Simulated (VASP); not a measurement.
# SiN (P6_3/mmc) in VASP: further runs, part 2 of 2

VASP 6.6.1. Earlier steps stand in the parts before.

### Step 3. Relaxation of cell and atoms, PBEsol

This run uses another cell than the first one, of 6.36 Å³/atom.

The input, INCAR:

```
  PREC = Accurate
  ENCUT = 600
  EDIFF = 1E-7
  ISMEAR = 0
  SIGMA = 0.1
  LREAL = False
  LASPH = True
  NELM = 80
  ALGO = Normal
  ISIF = 3
  LWAVE = False
  LCHARG = False
  GGA = PS
  IBRION = 2
  NSW = 80
  EDIFFG = -0.05
```

The input, KPOINTS:

```
regular mesh
0
Gamma
  12 12 4
```

The input, POSCAR:

```
SiN
1.0
    2.5738493316      0.0000000000      0.0000000000
   -1.2869246658      2.2290189067      0.0000000000
    0.0000000000      0.0000000000      4.4363028547
Si N
2 2
Direct
    0.6666666667      0.3333333333      0.7500000000
    0.3333333333      0.6666666667      0.2500000000
    0.0000000000      0.0000000000      0.0000000000
    0.0000000000      0.0000000000      0.5000000000
```

Potentials or basis: VASP PAW PBE potentials, release 64 (Si, N).

On the command line:

```console
$ cat potpaw_PBE.64/Si/POTCAR potpaw_PBE.64/N/POTCAR > POTCAR
$ mpirun -np 1 vasp_std > vasp.out
```

OUTCAR:

```text
PREC = Accurate
   ENCUT = 600
   EDIFF = 1E-7
   ISMEAR = 0
   LREAL = False
   LASPH = True
   NELM = 80
   ISIF = 3
   GGA = PS
   IBRION = 2
   NSW = 80
   EDIFFG = -0.05

 ion  position               nearest neighbor table
   1  0.667  0.333  0.750-   3 1.85   4 1.85   3 1.85   4 1.85   3 1.85   4 1.85   2 2.67   2 2.67
                             2 2.67   2 2.67   2 2.67   2 2.67
   2  0.333  0.667  0.250-   3 1.85   4 1.85   3 1.85   4 1.85   3 1.85   4 1.85   1 2.67   1 2.67
                             1 2.67   1 2.67   1 2.67   1 2.67
   3  0.000  0.000  0.000-   1 1.85   2 1.85   1 1.85   2 1.85   1 1.85   2 1.85
   4  0.000  0.000  0.500-   1 1.85   2 1.85   1 1.85   2 1.85   1 1.85   2 1.85

  LATTYP: Found a hexagonal cell.
 ALAT       =     2.5738493316
 C/A-ratio  =     1.7236062734

  Lattice vectors:

 A1 = (   2.5738493316,   0.0000000000,   0.0000000000)
 A2 = (  -1.2869246658,   2.2290189067,   0.0000000000)
 A3 = (   0.0000000000,   0.0000000000,   4.4363028547)

Analysis of symmetry for initial positions (statically):
=====================================================================
 Subroutine PRICEL returns:
 Original cell was already a primitive cell.

 Routine SETGRP: Setting up the symmetry group for a
 hexagonal supercell.

 Subroutine GETGRP returns: Found 24 space group operations
 (whereof 12 operations were pure point group operations)
 out of a pool of 24 trial point group operations.

The static configuration has the point symmetry D_3d.
 The point group associated with its full space group is D_6h.

Analysis of symmetry for dynamics (positions and initial velocities):
=====================================================================
 Subroutine PRICEL returns:
 Original cell was already a primitive cell.

 Routine SETGRP: Setting up the symmetry group for a
 hexagonal supercell.

 Subroutine GETGRP returns: Found 24 space group operations
 (whereof 12 operations were pure point group operations)
 out of a pool of 24 trial point group operations.

The dynamic configuration has the point symmetry D_3d.
 The point group associated with its full space group is D_6h.

 Subroutine INISYM returns: Found 24 space group operations
 (whereof 12 operations are pure point group operations),
 and found     1 'primitive' translations

----------------------------------------------------------------------------------------

                                     Primitive cell

  volume of cell :      25.4518

  direct lattice vectors                    reciprocal lattice vectors
     2.573849332  0.000000000  0.000000000     0.388523131  0.224313934  0.000000000
    -1.286924666  2.229018907  0.000000000     0.000000000  0.448627868  0.000000000
     0.000000000  0.000000000  4.436302855     0.000000000  0.000000000  0.225412924

  length of vectors
     2.573849332  2.573849332  4.436302855     0.448627868  0.448627868  0.225412924

  position of ions in fractional coordinates (direct lattice)
     0.666666667  0.333333333  0.750000000
     0.333333333  0.666666667  0.250000000
     0.000000000  0.000000000  0.000000000
     0.000000000  0.000000000  0.500000000

  ion indices of the primitive-cell ions
   primitive index   ion index
                 1           1
                 2           2
[... 59 lines left out ...]
   dimension x,y,z NGX =    24 NGY =   24 NGZ =   36
   dimension x,y,z NGXF=    48 NGYF=   48 NGZF=   72
   ions per type =               2   2
   NGX,Y,Z   is equivalent  to a cutoff of  15.50, 15.50, 13.49 a.u.
   NGXF,Y,Z  is equivalent  to a cutoff of  31.00, 31.00, 26.98 a.u.
 SYSTEM =  unknown system
   PREC   = accura    normal or accurate (medium, high low for compatibility)
   ISTART =      0    job   : 0-new  1-cont  2-samecut
   ICHARG =      2    charge: 1-file 2-atom 10-const
   ISPIN  =      1    spin polarized calculation?
   LNONCOLLINEAR =      F non collinear calculations
   LSORBIT =      F    spin-orbit coupling
   LASPH  =      T    aspherical Exc in radial PAW
   ENCUT  =  600.0 eV  44.10 Ry    6.64 a.u.   5.14  5.14  8.86*2*pi/ulx,y,z
   NELM   =     80;   NELMIN=  2; NELMDL= -5     # of ELM steps
   EDIFF  = 0.1E-06   stopping-criterion for ELM
   LREAL  =      F    real-space projection
   EDIFFG = -.5E-01   stopping-criterion for IOM
   NSW    =     80    number of steps for IOM
   IBRION =      2    ionic relax: 0-MD 1-quasi-New 2-CG
   NFREE  =      1    steps in history (QN), initial steepest desc. (CG)
   ISIF   =      3    stress and relaxation
   ISYM   =      2    0-nonsym 1-usesym 2-fastsym
   POTIM  = 0.5000    time-step for ionic-motion
   TEBEG  =    0.0;   TEEND  =   0.0 temperature during run
   PSTRESS=    0.0 pullay stress
   NELECT =      18.0000    total number of electrons
   NUPDOWN=      -1.0000    fix difference up-down
   EMIN   =  10.00;   EMAX   =-10.00  energy-range for DOS
   EFERMI =   0.00;   METHOD = LEGACY
   ISMEAR =     0;   SIGMA  =   0.10  broadening in eV -4-tet -1-fermi 0-gaus
   EFERMI_NEDOS =   21; number of points for ismear=-14 and -15
   IALGO  =     38    algorithm
   IMIX   =      4    mixing-type and parameters
     AMIX     =   0.40;   BMIX     =  1.00
     AMIX_MAG =   1.60;   BMIX_MAG =  1.00
  volume/ion in A,a.u.               =       6.36        42.94
  Fermi-wavevector in a.u.,A,eV,Ry     =   1.458567  2.756292 28.945266  2.127417
  Thomas-Fermi vector in A             =   2.575236
   LORBIT       =      0    0 simple, 1 ext, 2 COOP (PROOUT), +10 PAW based schemes
   GGA     = PS    functional components
   LHFCALC =     F    Hartree Fock is set to
   AEXX    =    0.0000 exact exchange contribution
   IVDW    =     0    specifies the selected vdW correction
   LEPSILON=     F    determine dielectric tensor
   LRPA    =     F    only Hartree local field effects (RPA)
 conjugate gradient relaxation of ions
 non-spin polarized calculation
 Gauss-broadening in eV      SIGMA  =   0.10
  energy-cutoff  :      600.00
  volume of cell :       25.45
 maximum number of plane-waves:       860
 NGX is ok and might be reduce to    24
   NGX = 11   NGY = 11   NGZ = 17

--------------------------------------- Ionic step        1  -------------------------------------------

 number of electron      18.0000001 magnetization

 Free energy of the ion-electron system (eV)
  ---------------------------------------------------
  ext. energy  EPLUGINS =         0.00000000
  ---------------------------------------------------
  free energy    TOTEN  =       -24.30918716 eV

  energy without entropy =      -24.30361696  energy(sigma->0) =      -24.30640206

------------------------ aborting loop because EDIFF is reached ----------------------------------------

  FORCE on cell =-STRESS in cart. coord.  units (eV):
  Direction    XX          YY          ZZ          XY          YZ          ZX
  --------------------------------------------------------------------------------------
  -------------------------------------------------------------------------------------
  Total       11.2913222     11.2913222     35.4509176     -0.0000000      0.0000000     -0.0000000
  in kB      710.7834774    710.7834774   2231.6187620     -0.0000000      0.0000000     -0.0000000
  external PRESSURE =    1217.7285723 kB  Pullay stress =       0.0000000 kB
[... 25 lines left out ...]
--------------------------------------- Ionic step        2  -------------------------------------------

 number of electron      17.9999999 magnetization

 E-fermi :   7.3136     XC(G=0): -11.3553

 val. band max:        7.3084794122   @ k =   0.2500   0.0833   0.2500
 cond. band min:       7.3230600247   @ k =   0.0000   0.0000   0.0000
 fundamental gap:      0.0145806125
 Fermi energy:         7.3136179649

 k-point     1 :       0.0000    0.0000    0.0000
  band No.  band energies     occupation
      1      -9.2452      2.00000
      2      -7.5039      2.00000
      3      -3.7840      2.00000
      4       3.0947      2.00000
      5       3.3806      2.00000
      6       6.7612      2.00000
      7       6.7612      2.00000
      8       7.3231      0.89377
      9       7.3231      0.89377
     10      10.8211      0.00000
     11      11.6475      0.00000
     12      14.5185      0.00000
     13      14.5185      0.00000
[... 595 lines left out ...]
--------------------------------------- Ionic step        8  -------------------------------------------

 number of electron      17.9999998 magnetization

 Free energy of the ion-electron system (eV)
  ---------------------------------------------------
  ext. energy  EPLUGINS =         0.00000000
  ---------------------------------------------------
  free energy    TOTEN  =       -27.87774709 eV

  energy without entropy =      -27.87294613  energy(sigma->0) =      -27.87534661

 E-fermi :  13.2734     XC(G=0): -12.8338

 val. band max:       13.2568067850   @ k =   0.3333  -0.0000   0.0000
 cond. band min:      13.2906150707   @ k =   0.2500   0.2500   0.2500
 fundamental gap:      0.0338082857
 Fermi energy:        13.2733753643

 k-point     1 :       0.0000    0.0000    0.0000
  band No.  band energies     occupation
      1      -8.2908      2.00000
      2      -5.3317      2.00000
      3      -1.2293      2.00000
      4       7.9058      2.00000
      5       9.7405      2.00000
      6       9.7405      2.00000
      7      10.9061      2.00000
      8      10.9061      2.00000
      9      11.1937      2.00000
     10      17.7490      0.00000
     11      18.4122      0.00000
     12      19.1191      0.00000
     13      19.9537      0.00000
[... 399 lines left out ...]
  FREE ENERGIE OF THE ION-ELECTRON SYSTEM (eV)
  ---------------------------------------------------
  free  energy   TOTEN  =       -27.8777470918 eV

  energy  without entropy=      -27.8729461267  energy(sigma->0) =      -27.87534661

 reached required accuracy - stopping structural energy minimisation
```

Run time: 1.8 min. Hardware: 1 thread of Intel Xeon Platinum 8259CL at 2.50GHz (Skylake/Cascade Lake), shared host; peak memory 0.16 GiB.

Results:

```
Free energy                           : -27.8777 eV
Relaxed volume                        : 8.42 Å³/atom
Relaxed cell                          : a = 2.715 Å, b = 2.715 Å, c = 5.279 Å, α = 90.00°, β = 90.00°, γ = 120.00°
Space group after relaxing (to 0.1 Å) : P6_3/mmc (No. 194)
Energy gained by relaxing             : 892.1 meV/atom
Ionic steps                           : 8
Pressure after relaxing               : 0.4 GPa
Band gap on the k mesh                : zero (bands 9 and 10 overlap by 5.54 eV)
```

The path:
```tsv
step	energy change (eV)	largest force (eV/Å)	pressure (GPa)	volume (Å³)
1	0.0000	0.0000	121.77	25.45
2	-0.6305	0.0000	-39.29	46.90
3	-3.5475	0.0000	-5.92	34.82
4	-3.5646	0.0000	-2.36	34.22
5	-3.5656	0.0000	-1.15	34.03
6	-3.5672	0.0000	-0.30	33.75
7	-3.5684	0.0000	-0.65	33.86
8	-3.5686	0.0000	0.36	33.70
```

Final structure:
```
Si N
1.0
     2.71493    0.00000    0.00000
    -1.35747    2.35120    0.00000
     0.00000    0.00000    5.27913
Si N
2 2
Direct
  0.66667 0.33333 0.75000
  0.33333 0.66667 0.25000
  0.00000 0.00000 0.00000
  0.00000 0.00000 0.50000
```

Caveat: the volume moved by over 15 % at a fixed basis, so the end points are rough; the PAW data sets were made with another functional, which shifts forces and pressure a little.
